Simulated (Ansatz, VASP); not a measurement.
## Two plane-wave programs on ZnSn2N2

```
Zn Sn N
1.0
    -3.00000    5.15000    2.80000
     3.00000   -5.15000    2.80000
     3.00000    5.15000   -2.80000
Zn Sn N
2 4 4
Direct
  0.25000 0.25000 0.00000
  0.75000 0.75000 0.00000
  0.67000 0.83000 0.50000
  0.17000 0.67000 0.84000
  0.83000 0.33000 0.16000
  0.33000 0.17000 0.50000
  0.40000 0.67000 0.07000
  0.90000 0.83000 0.73000
  0.10000 0.17000 0.27000
  0.60000 0.33000 0.93000
```

Alike in both runs: task relaxation of cell and atoms; functional PBE; k mesh 3 × 3 × 3; occupations gaussian, width 0.15 eV; no spin polarisation.

|  | VASP | Ansatz |
| --- | --- | --- |
| version | VASP 6.6.1 | Ansatz 0.2.0 |
| potentials or method | VASP PAW PBE potentials, release 64 (Zn, Sn_d, N), cutoff 600 eV | scalar-relativistic, plane waves, PAW |
| valence electrons in the cell | 100 | 100 |

Ansatz gave:

* gap on the k mesh at the Fermi level, each at its own relaxed structure (eV): none
* relaxed volume (Å³/atom): 17.60
* relaxed cell length with the largest relative difference (Å): 6.439

Problem. Estimate VASP's values.

Solution. gap on the k mesh at the Fermi level, each at its own relaxed structure (eV): none; relaxed volume (Å³/atom): 17.62; relaxed cell length with the largest relative difference (Å): 6.423.

A gap of «none» marks a metal or a gap that the smearing closes.

The k mesh is coarse, so the values compare programs but aren't converged.
